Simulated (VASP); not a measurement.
Set up this calculation in VASP 6.6.1, as the native input.

* Task: single point
* Functional: PBE
* Potentials or basis: VASP PAW PBE potentials, release 64 (Cu)
* Cutoff: 520 eV
* k mesh: 19 × 19 × 19
* Occupations: fermi-dirac, width 0.05 eV
* Spin: no spin polarisation
* Dipole correction: no
* Further INCAR settings: ALGO = Normal; EDIFF = 1e-06; NBANDS = 12

The structure of Cu lies in POSCAR:

```
Cu
1.0
    0.0000000000      1.8144717747      1.8144717747
    1.8144717747      0.0000000000      1.8144717747
    1.8144717747      1.8144717747      0.0000000000
Cu
1
Direct
    0.0000000000      0.0000000000      0.0000000000
```

The input as run:

INCAR

```
  PREC = Accurate
  ENCUT = 520
  EDIFF = 1E-6
  ISMEAR = -1
  SIGMA = 0.05
  LREAL = False
  LASPH = True
  NELM = 80
  ALGO = Normal
  ISIF = 2
  LWAVE = False
  LCHARG = False
  GGA = PE
  NBANDS = 12
```

KPOINTS

```
regular mesh
0
Gamma
  19 19 19
```

Potentials or basis: VASP PAW PBE potentials, release 64 (Cu).

Command:

```bash
$ cat potpaw_PBE.64/Cu/POTCAR > POTCAR
$ mpirun -np 1 vasp_std > vasp.out
```

It gave:

```
Pressure : 0.5 GPa
```

Run time: 17 s on 1 thread of Intel(R) Xeon(R) Platinum 8375C CPU @ 2.90GHz (Ice Lake) (shared host), peak memory 0.14 GiB.
